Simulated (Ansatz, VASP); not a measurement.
## One calculation of Sr2C, two programs

```
CELL_PARAMETERS angstrom
0.00000 3.30129 3.30129
3.30129 0.00000 3.30129
3.30129 3.30129 0.00000
ATOMIC_POSITIONS crystal
C 0.00000 0.00000 0.00000
Sr 0.25000 0.25000 0.25000
Sr 0.75000 0.75000 0.75000
```

Alike in both runs: task single point; functional PBE; k mesh 6 × 6 × 6; occupations fermi-dirac, width 0.02 eV; no spin polarisation.

|  | VASP | Ansatz |
| --- | --- | --- |
| version | VASP 6.6.1 | Ansatz 0.2.0 |
| potentials or method | VASP PAW PBE potentials, release 64 (C, Sr_sv) | plane waves, PAW |
| plane-wave cutoff (eV) | 520 | 420 |
| valence electrons in the cell | 24 | 24 |

Ansatz gave:

| Quantity | Value |
| --- | --- |
| pressure (GPa) | 2.5 |

Task: Estimate VASP's values.

Result: Pressure (GPa): 2.8.

The functional is the same, so the differences come from potentials, cutoffs and numerics.
